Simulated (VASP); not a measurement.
Here is a VASP 6.6.1 calculation.

Contents of INCAR:

```
SYSTEM = Si4Mo2N
PREC = Accurate ; ENCUT = 520
EDIFF = 1E-7 ; ISMEAR = 0
SIGMA = 0.1 ; LREAL = .False.
LASPH = .True. ; NELM = 100
ALGO = Normal ; ISIF = 2
LWAVE = .False. ; LCHARG = .False.
LDIPOL = .True. ; IDIPOL = 3
DIPOL = 0.5 0.5 0.356 ; GGA = PE
IBRION = 2 ; NSW = 36
EDIFFG = -0.025 ; KPAR = 4
```

The input KPOINTS:

```
regular mesh
0
Gamma
  8 8 1
  0 0 0
```

The input POSCAR:

```
Si4Mo2N
1.0
    3.2169717285      0.0000000000      0.0000000000
    0.0000000000      3.2169717285      0.0000000000
    0.0000000000      0.0000000000     21.8787970046
Si Mo N
4 2 1
Selective dynamics
Direct
    0.0000000000      0.0000000000      0.1828254085  F F F
    0.0000000000      0.0000000000      0.3015081460  F F F
    0.5000000000      0.5000000000      0.3593659936  F F F
    0.5000000000      0.5000000000      0.4743769505  F F F
    0.5000000000      0.5000000000      0.2421667772  F F F
    0.0000000000      0.0000000000      0.4192862006  F F F
    0.7500000000      0.8750000000      0.5137975960  F F T
```

Potentials or basis: VASP PAW PBE potentials, release 64 (Si, Mo_sv, N).

Run with:

```console
$ cat potpaw_PBE.64/Si/POTCAR potpaw_PBE.64/Mo_sv/POTCAR potpaw_PBE.64/N/POTCAR > POTCAR
$ mpirun -np 4 vasp_std > vasp.out
```

(1) Predict the band gap on the k mesh.

(2) What does it give for the energy gained by relaxing?

Answers

(1) zero (an odd number of electrons rules out a gap without spin polarisation).

(2) 3.5 meV/atom.

Caveat: an odd number of electrons without spin polarisation forces a metal; a magnetic or distorted state may lie lower.
